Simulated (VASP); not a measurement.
# ZnCu2SnSe4 (I-42m) in VASP: single point with PBE

Aim: the single point of ZnCu2SnSe4 with PBE.

Everything below comes from runs of VASP 6.6.1. Logs are shortened: lines on timing, memory, paths and dates and some standing lists are left out, and cuts for length are marked.

## (1) The cell of the first run

Symmetry: I-42m, No. 121, tetragonal system. Conventional cell: a = 5.762 Å, b = 5.762 Å, c = 11.531 Å, α = 90.00°, β = 90.00°, γ = 90.00°. Within 3.5 Å of Sn (site symmetry -42m) lie 4 Se at 2.63 Å. Within 3.2 Å of Se (site symmetry m) lie 2 Cu at 2.43 Å and 1 Zn at 2.50 Å and 1 Sn at 2.63 Å. Within 3.2 Å of Cu (site symmetry -4) lie 4 Se at 2.43 Å. Zn (site symmetry -42m) has 4 Se at 2.50 Å within 3.3 Å.

## (2) Single point, PBE

Input file INCAR:

```
SYSTEM = ZnCu2SnSe4
PREC = Accurate ; ENCUT = 600
EDIFF = 1E-6 ; ISMEAR = -1
SIGMA = 0.02 ; LREAL = .FALSE.
LASPH = .TRUE. ; NELM = 120
ALGO = Normal ; ISIF = 2
LWAVE = .FALSE. ; LCHARG = .FALSE.
GGA = PE ; NBANDS = 46
GGA_COMPAT = .FALSE.
```

Input file KPOINTS:

```
Automatic mesh
0
G
  6 6 6
  0 0 0
```

Input file POSCAR:

```
ZnCu2SnSe4
1.0
    0.0000000000      5.7619803099      0.0000000000
    5.7619803099      0.0000000000      0.0000000000
    2.8809901549      2.8809901549     -5.7653523584
Sn Se Cu Zn
1 4 2 1
Direct
    0.5000000000      0.5000000000      0.0000000000
    0.6242210284      0.6242210284      0.2705439996
    0.3757789716      0.8947650280      0.7294560004
    0.1052349720      0.1052349720      0.2705439996
    0.8947650280      0.3757789716      0.7294560004
    0.7500000000      0.2500000000      0.5000000000
    0.2500000000      0.7500000000      0.5000000000
    0.0000000000      0.0000000000      0.0000000000
```

Potentials or basis: VASP PAW PBE potentials, release 64 (Sn_d, Se, Cu, Zn).

Run with:

```bash
cat potpaw_PBE.64/Sn_d/POTCAR potpaw_PBE.64/Se/POTCAR potpaw_PBE.64/Cu/POTCAR potpaw_PBE.64/Zn/POTCAR > POTCAR
mpirun -np 1 vasp_std > vasp.out
```

OUTCAR:

```text
SYSTEM = ZnCu2SnSe4
   PREC = Accurate
   ENCUT = 600
   EDIFF = 1E-6
   ISMEAR = -1
   LREAL = .FALSE.
   LASPH = .TRUE.
   NELM = 120
   ISIF = 2
   GGA = PE

 ion  position               nearest neighbor table
   1  0.500  0.500  0.000-   2 2.63   3 2.63   5 2.63   4 2.63
   2  0.624  0.624  0.271-   6 2.43   7 2.43   8 2.50   1 2.63
   3  0.376  0.895  0.729-   7 2.43   6 2.43   8 2.50   1 2.63
   4  0.105  0.105  0.271-   6 2.43   7 2.43   8 2.50   1 2.63
   5  0.895  0.376  0.729-   6 2.43   7 2.43   8 2.50   1 2.63
   6  0.750  0.250  0.500-   5 2.43   4 2.43   2 2.43   3 2.43
   7  0.250  0.750  0.500-   3 2.43   4 2.43   2 2.43   5 2.43
   8  0.000  0.000  0.000-   4 2.50   3 2.50   5 2.50   2 2.50

  LATTYP: Found a body centered tetragonal cell.
 ALAT       =     5.7619803099
 C/A-ratio  =     2.0011704478

  Lattice vectors:

 A1 = (  -2.8809901549,   2.8809901550,   5.7653523584)
 A2 = (   2.8809901550,  -2.8809901549,   5.7653523584)
 A3 = (   2.8809901549,   2.8809901549,  -5.7653523584)

Analysis of symmetry for initial positions (statically):
=====================================================================
 Subroutine PRICEL returns:
 Original cell was already a primitive cell.

 Routine SETGRP: Setting up the symmetry group for a
 body centered tetragonal supercell.

 Subroutine GETGRP returns: Found  8 space group operations
 (whereof  8 operations were pure point group operations)
 out of a pool of 16 trial point group operations.

The static configuration has the point symmetry D_2d.

Analysis of symmetry for dynamics (positions and initial velocities):
=====================================================================
 Subroutine PRICEL returns:
 Original cell was already a primitive cell.

 Routine SETGRP: Setting up the symmetry group for a
 body centered tetragonal supercell.

 Subroutine GETGRP returns: Found  8 space group operations
 (whereof  8 operations were pure point group operations)
 out of a pool of 16 trial point group operations.

The dynamic configuration has the point symmetry D_2d.

 Subroutine INISYM returns: Found  8 space group operations
 (whereof  8 operations are pure point group operations),
 and found     1 'primitive' translations

----------------------------------------------------------------------------------------

                                     Primitive cell

  volume of cell :     191.4121

  direct lattice vectors                    reciprocal lattice vectors
     0.000000000  5.761980310  0.000000000     0.000000000  0.173551443  0.086724968
     5.761980310  0.000000000  0.000000000     0.173551443  0.000000000  0.086724968
     2.880990155  2.880990155 -5.765352358     0.000000000  0.000000000 -0.173449936

  length of vectors
     5.761980310  5.761980310  7.059709368     0.194013720  0.194013720  0.173449936

  position of ions in fractional coordinates (direct lattice)
     0.500000000  0.500000000  0.000000000
     0.624221028  0.624221028  0.270544000
     0.375778972  0.894765028  0.729456000
     0.105234972  0.105234972  0.270544000
     0.894765028  0.375778972  0.729456000
     0.750000000  0.250000000  0.500000000
     0.250000000  0.750000000  0.500000000
     0.000000000  0.000000000  0.000000000

  ion indices of the primitive-cell ions
   primitive index   ion index
                 1           1
                 2           2
                 3           3
                 4           4
                 5           5
                 6           6
                 7           7
                 8           8

----------------------------------------------------------------------------------------

 KPOINTS: Automatic mesh

Automatic generation of k-mesh.
 Grid dimensions read from file:
 generate k-points for:    6    6    6

 Generating k-lattice:

  Cartesian coordinates                     Fractional coordinates (reciprocal lattice)
     0.000000000  0.028925241  0.014454161     0.166666667  0.000000000  0.000000000
     0.028925241  0.000000000  0.014454161     0.000000000  0.166666667  0.000000000
     0.000000000  0.000000000 -0.028908323     0.000000000  0.000000000  0.166666667

  Length of vectors
     0.032335620  0.032335620  0.028908323

  Shift w.r.t. Gamma in fractional coordinates (k-lattice)
     0.000000000  0.000000000  0.000000000

 Subroutine IBZKPT returns following result:
 ===========================================

 Found     30 irreducible k-points:

 Following reciprocal coordinates:
            Coordinates               Weight
  0.000000  0.000000  0.000000      1.000000
  0.166667  0.000000  0.000000      8.000000
  0.333333  0.000000  0.000000      8.000000
  0.500000  0.000000  0.000000      4.000000
  0.166667  0.166667  0.000000      8.000000
  0.333333  0.166667  0.000000     16.000000
[... 16 lines left out ...]
 -0.333333 -0.333333  0.166667      4.000000
 -0.166667 -0.333333  0.166667     16.000000
 [... further k-points ...]
   k-points           NKPTS =     30   k-points in BZ     NKDIM =     30   number of bands    NBANDS=     46
   number of dos      NEDOS =    301   number of ions     NIONS =      8
   total plane-waves  NPLWV = 129024
   dimension x,y,z NGX =    48 NGY =   48 NGZ =   56
   dimension x,y,z NGXF=    96 NGYF=   96 NGZF=  112
   ions per type =               1   4   2   1
   NGX,Y,Z   is equivalent  to a cutoff of  13.85, 13.85, 13.19 a.u.
   NGXF,Y,Z  is equivalent  to a cutoff of  27.70, 27.70, 26.37 a.u.
 SYSTEM =  ZnCu2SnSe4
   PREC   = accura    normal or accurate (medium, high low for compatibility)
   ISTART =      0    job   : 0-new  1-cont  2-samecut
   ICHARG =      2    charge: 1-file 2-atom 10-const
   ISPIN  =      1    spin polarized calculation?
   LNONCOLLINEAR =      F non collinear calculations
   LSORBIT =      F    spin-orbit coupling
   LASPH  =      T    aspherical Exc in radial PAW
   ENCUT  =  600.0 eV  44.10 Ry    6.64 a.u.  11.51 11.51 14.10*2*pi/ulx,y,z
   NELM   =    120;   NELMIN=  2; NELMDL= -5     # of ELM steps
   EDIFF  = 0.1E-05   stopping-criterion for ELM
   LREAL  =      F    real-space projection
   EDIFFG = 0.1E-04   stopping-criterion for IOM
   NSW    =      0    number of steps for IOM
   IBRION =     -1    ionic relax: 0-MD 1-quasi-New 2-CG
   NFREE  =      0    steps in history (QN), initial steepest desc. (CG)
   ISIF   =      2    stress and relaxation
   ISYM   =      2    0-nonsym 1-usesym 2-fastsym
   POTIM  = 0.5000    time-step for ionic-motion
   TEBEG  =    0.0;   TEEND  =   0.0 temperature during run
   PSTRESS=    0.0 pullay stress
   NELECT =      72.0000    total number of electrons
   NUPDOWN=      -1.0000    fix difference up-down
   EMIN   =  10.00;   EMAX   =-10.00  energy-range for DOS
   EFERMI =   0.00;   METHOD = LEGACY
   ISMEAR =    -1;   SIGMA  =   0.02  broadening in eV -4-tet -1-fermi 0-gaus
   EFERMI_NEDOS =   21; number of points for ismear=-14 and -15
   IALGO  =     38    algorithm
   IMIX   =      4    mixing-type and parameters
     AMIX     =   0.40;   BMIX     =  1.00
     AMIX_MAG =   1.60;   BMIX_MAG =  1.00
  volume/ion in A,a.u.               =      23.93       161.46
  Fermi-wavevector in a.u.,A,eV,Ry     =   1.181760  2.233202 19.001300  1.396556
  Thomas-Fermi vector in A             =   2.318027
   LORBIT       =      0    0 simple, 1 ext, 2 COOP (PROOUT), +10 PAW based schemes
   GGA     = PE    functional components
   LHFCALC =     F    Hartree Fock is set to
   AEXX    =    0.0000 exact exchange contribution
   IVDW    =     0    specifies the selected vdW correction
   LEPSILON=     F    determine dielectric tensor
   LRPA    =     F    only Hartree local field effects (RPA)
 non-spin polarized calculation
  energy-cutoff  :      600.00
  volume of cell :      191.41
 maximum number of plane-waves:      6435
 NGX is ok and might be reduce to    48
   NGX = 23   NGY = 23   NGZ = 29

 number of electron      71.9999991 magnetization

 Free energy of the ion-electron system (eV)
  ---------------------------------------------------
  ext. energy  EPLUGINS =         0.00000000
  ---------------------------------------------------
  free energy    TOTEN  =       -29.56350916 eV

  energy without entropy =      -29.56274214  energy(sigma->0) =      -29.56312565

 E-fermi :   3.6142     XC(G=0):  -9.2967

 val. band max:        3.5940966937   @ k =   0.5000   0.5000   0.0000
 cond. band min:       3.6517186511   @ k =   0.0000   0.0000   0.0000
 fundamental gap:      0.0576219574
 Fermi energy:         3.6142235975

 k-point     1 :       0.0000    0.0000    0.0000
  band No.  band energies     occupation
      1     -18.5748      2.00000
      2     -18.5748      2.00000
      3     -18.5643      2.00000
      4     -18.5302      2.00000
      5     -18.5184      2.00000
      6     -10.5090      2.00000
[... 38 lines left out ...]
     45       8.5607      0.00000
     46       9.7948      0.00000

 k-point     2 :       0.1667    0.0000    0.0000
  band No.  band energies     occupation
      1     -18.5749      2.00000
      2     -18.5748      2.00000
      3     -18.5644      2.00000
      4     -18.5302      2.00000
      5     -18.5184      2.00000
      6     -10.4332      2.00000
[... 38 lines left out ...]
     45       8.6105      0.00000
     46       9.3694      0.00000

 k-point     3 :       0.3333    0.0000    0.0000
  band No.  band energies     occupation
      1     -18.5750      2.00000
      2     -18.5748      2.00000
      3     -18.5645      2.00000
      4     -18.5301      2.00000
      5     -18.5182      2.00000
      6     -10.2254      2.00000
[... 1018 lines left out ...]
     45       8.7853      0.00000
     46       8.9979      0.00000

 k-point    24 :      -0.1667   -0.3333    0.1667
  band No.  band energies     occupation
      1     -18.5749      2.00000
      2     -18.5748      2.00000
      3     -18.5645      2.00000
      4     -18.5301      2.00000
      5     -18.5182      2.00000
      6      -9.9686      2.00000
[... 38 lines left out ...]
     45       8.9376      0.00000
     46       9.4628      0.00000

 [... further k-points ...]

------------------------ aborting loop because EDIFF is reached ----------------------------------------

  FORCE on cell =-STRESS in cart. coord.  units (eV):
  Direction    XX          YY          ZZ          XY          YZ          ZX
  --------------------------------------------------------------------------------------
  -------------------------------------------------------------------------------------
  Total        0.2064968      0.2064968      0.1795054      0.0000000      0.0000000      0.0000000
  in kB        1.7284409      1.7284409      1.5025145      0.0000000      0.0000000      0.0000000
  external PRESSURE =       1.6531321 kB  Pullay stress =       0.0000000 kB

 VOLUME and BASIS-vectors are now :
 -----------------------------------------------------------------------------
  energy-cutoff  :      600.00
  volume of cell :      191.41
      direct lattice vectors                 reciprocal lattice vectors
     0.000000000  5.761980310  0.000000000     0.000000000  0.173551443  0.086724968
     5.761980310  0.000000000  0.000000000     0.173551443  0.000000000  0.086724968
     2.880990155  2.880990155 -5.765352358     0.000000000  0.000000000 -0.173449936

 POSITION                                       TOTAL-FORCE (eV/Angst)
 -----------------------------------------------------------------------------------
      2.88099      2.88099      0.00000         0.000000      0.000000      0.000000
      4.37618      4.37618     -1.55978        -0.008615     -0.008615      0.010054
      7.25717      4.26679     -4.20557        -0.008615      0.008615     -0.010054
      1.38580      1.38580     -1.55978         0.008615      0.008615      0.010054
      4.26679      7.25717     -4.20557         0.008615     -0.008615     -0.010054
      2.88099      5.76198     -2.88268         0.000000     -0.000000      0.000000
      5.76198      2.88099     -2.88268        -0.000000      0.000000      0.000000
      0.00000      0.00000      0.00000        -0.000000      0.000000      0.000000
 -----------------------------------------------------------------------------------
    total drift:                                0.000001      0.000001     -0.000002

  FREE ENERGIE OF THE ION-ELECTRON SYSTEM (eV)
  ---------------------------------------------------
  free  energy   TOTEN  =       -29.5635091631 eV

  energy  without entropy=      -29.5627421445  energy(sigma->0) =      -29.56312565
```

Wall time 5.1 min (1 thread of AMD EPYC 7R13 (Zen 3), shared host); peak memory 0.53 GiB.

What came out:

```
Free energy            : -29.5635 eV
Pressure               : 0.2 GPa
Largest force          : 0.016 eV/Å
Band gap on the k mesh : zero (bands 36 and 37 overlap by 0.06 eV)
```

Forces in eV/Å, atoms in the order of the input:
```
Sn   0.000  0.000  0.000
Se  -0.009 -0.009  0.010
Se  -0.009  0.009 -0.010
Se   0.009  0.009  0.010
Se   0.009 -0.009 -0.010
Cu   0.000  0.000  0.000
Cu   0.000  0.000  0.000
Zn   0.000  0.000  0.000
```

Levels at points of the mesh, in eV from the Fermi level:
```
           k point  band 34  band 35  band 36  band 37  band 38  band 39
(0.00, 0.00, 0.00)    -0.40    -0.03     0.04     0.04     1.73     2.60
(0.50, 0.00, 0.00)    -1.15    -0.85    -0.76     1.24     2.79     3.07
(0.50, 0.50, 0.00)    -0.45    -0.45    -0.38    -0.02     2.05     2.29
(0.00, 0.00, 0.50)    -1.32    -0.63    -0.63     0.81     1.80     1.80
```

Caveat: spin-orbit coupling is left out, which moves the levels of the heavy elements.
